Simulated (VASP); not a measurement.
Set up this calculation in VASP 6.6.1, as the native input.

- Task: single point
- Functional: LDA
- Potentials or basis: VASP PAW LDA potentials, release 64 (Al, Ru_pv)
- Cutoff: 520 eV
- k mesh: 10 × 10 × 10
- Occupations: gaussian, width 0.03 eV
- Spin: no spin polarisation
- Dipole correction: no
- Further INCAR settings: ALGO = Normal; EDIFF = 1e-06; NBANDS = 29

The structure of Al2Ru lies in POSCAR:

```
Al2Ru
1.0
    0.0000000000      3.9698733578      4.3643812124
    2.4105911285      0.0000000000      4.3643812124
    2.4105911285      3.9698733578      0.0000000000
Al Ru
4 2
Direct
    0.0788992938      0.4211007062      0.0788992938
    0.4211007062      0.0788992938      0.4211007062
    0.1711007062      0.8288992938      0.1711007062
    0.8288992938      0.1711007062      0.8288992938
    0.7500000000      0.7500000000      0.7500000000
    0.5000000000      0.5000000000      0.5000000000
```

These files were run (other wordings do the same):

INCAR

```
SYSTEM = Al2Ru
  PREC = Accurate
  ENCUT = 520
  EDIFF = 1E-6
  ISMEAR = 0
  SIGMA = 0.03
  LREAL = .FALSE.
  LASPH = .TRUE.
  NELM = 60
  ALGO = Normal
  ISIF = 2
  LWAVE = .FALSE.
  LCHARG = .FALSE.
  GGA = CA
  NBANDS = 29
```

KPOINTS

```
Automatic mesh
0
G
  10 10 10
  0 0 0
```

Potentials or basis: VASP PAW LDA potentials, release 64 (Al, Ru_pv).

Command:

```sh
$ cat potpaw_LDA.64/Al/POTCAR potpaw_LDA.64/Ru_pv/POTCAR > POTCAR
$ mpirun -np 1 vasp_std > vasp.out
```

Results of the run:

The pressure is -6.4 GPa. The largest force is 0.181 eV/Å.

Caveat: the cell stands under tension.

Wall time 9 min on 1 thread of Intel(R) Xeon(R) Platinum 8488C (Sapphire Rapids), with other jobs on the host, peak memory 0.44 GiB.
